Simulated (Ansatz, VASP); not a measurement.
This is a calculation of InP for Ansatz 0.2.0.

input.yaml

```yaml
crystal:
  lattice:
    - [0.0, 2.8706770916, 2.8706770916]
    - [2.8706770916, 0.0, 2.8706770916]
    - [2.8706770916, 2.8706770916, 0.0]
  atoms:
    - { symbol: In, position: [0.0, 0.0, 0.0] }
    - { symbol: P, position: [0.75, 0.75, 0.75] }
hamiltonian:
  xc: r2scan
  pseudopotentials: { kind: paw }
  dispersion: d4
kpoints:
  mp_grid: { grid: [8, 8, 8] }
scf:
  occupations: { method: fermi_dirac, width: 0.05 }
output:
  forces: true
  stress: true
  eigenvalues: true
```

Potentials or basis: Ansatz PAW.

Run with:

```console
$ ansatz run input.yaml --threads 2 --pin off --max-ram 5120MiB --backend cpu --events-out ev --progress --plain --runs-dir out
```

Q: Translate it to VASP 6.6.1. Potentials there: VASP PAW PBE potentials, release 64 (In_d, P).

A: As run (the cutoff follows the program's own potentials):

Contents of POSCAR:

```
InP
1.0
    0.0000000000      2.8706770916      2.8706770916
    2.8706770916      0.0000000000      2.8706770916
    2.8706770916      2.8706770916      0.0000000000
In P
1 1
Direct
    0.0000000000      0.0000000000      0.0000000000
    0.7500000000      0.7500000000      0.7500000000
```

File INCAR.step1:

```
SYSTEM = InP
  PREC = Accurate
  ENCUT = 520
  ISMEAR = -1
  SIGMA = 0.05
  LREAL = .FALSE.
  LASPH = .TRUE.
  NELM = 60
  NBANDS = 16
  GGA = PE
  ALGO = Normal
  EDIFF = 1E-4
  LWAVE = .TRUE.
  LCHARG = .FALSE.
```

File INCAR.step2:

```
SYSTEM = InP
  PREC = Accurate
  ENCUT = 520
  EDIFF = 1E-6
  ISMEAR = -1
  SIGMA = 0.05
  LREAL = .FALSE.
  LASPH = .TRUE.
  NELM = 60
  ALGO = Normal
  ISIF = 2
  LWAVE = .FALSE.
  LCHARG = .FALSE.
  METAGGA = R2SCAN
  LMIXTAU = .TRUE.
  IVDW = 13
  VDW_S6 = 1.0
  VDW_S8 = 0.6018749
  VDW_A1 = 0.51559235
  VDW_A2 = 5.77342911
  NBANDS = 16
  ISTART = 1
```

Contents of KPOINTS:

```
Automatic mesh
0
G
  8 8 8
  0 0 0
```

Potentials or basis: VASP PAW PBE potentials, release 64 (In_d, P).

Run with:

```bash
$ cat potpaw_PBE.64/In_d/POTCAR potpaw_PBE.64/P/POTCAR > POTCAR
$ cp INCAR.step1 INCAR
$ mpirun -np 1 vasp_std > vasp.out
$ cp INCAR.step2 INCAR
$ mpirun -np 1 vasp_std > vasp.out
```

Both were run:

|  | VASP | Ansatz | Ansatz less VASP |
| --- | --- | --- | --- |
| gap on the k mesh at the Fermi level (eV) | 1.53 | 1.52 | -0.007 |
| least direct gap on the mesh (eV) | 1.53 | 1.52 | -0.007 |
| pressure (GPa) | 6.1 | 6.3 | +0.13 |

VASP's potentials were made for PBE, not for r2SCAN.
